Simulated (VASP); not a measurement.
Input of a VASP 6.6.1 run:

File INCAR:

```
ALGO = Normal ; EDIFF = 1E-6
ENCUT = 520 ; GGA = PS
ISIF = 2 ; ISMEAR = -1
LASPH = True ; LCHARG = True
LELF = True ; LREAL = False
LVHAR = True ; LWAVE = False
NBANDS = 13 ; NELM = 80
PREC = Accurate ; SIGMA = 0.1
```

Contents of KPOINTS:

```
k-points
0
Gamma
  14 14 14
```

POSCAR

```
Ru
1.0
    0.0000000000      1.8850056036      1.8850056036
    1.8850056036      0.0000000000      1.8850056036
    1.8850056036      1.8850056036      0.0000000000
Ru
1
Direct
    0.0000000000      0.0000000000      0.0000000000
```

Potentials or basis: VASP PAW PBE potentials, release 64 (Ru_pv).

The run is started by

```sh
$ cat potpaw_PBE.64/Ru_pv/POTCAR > POTCAR
$ mpirun -np 1 vasp_std > vasp.out
```

Task: What does it give for the band gap on the k mesh?

Result: Zero (band 7 reaches 15.19 eV, above the bottom of band 8 at 11.65 eV).

Task: What does it give for the pressure?

Result: -0.1 GPa.

Caveat: the PAW data sets were made with another functional, which shifts forces and pressure a little.
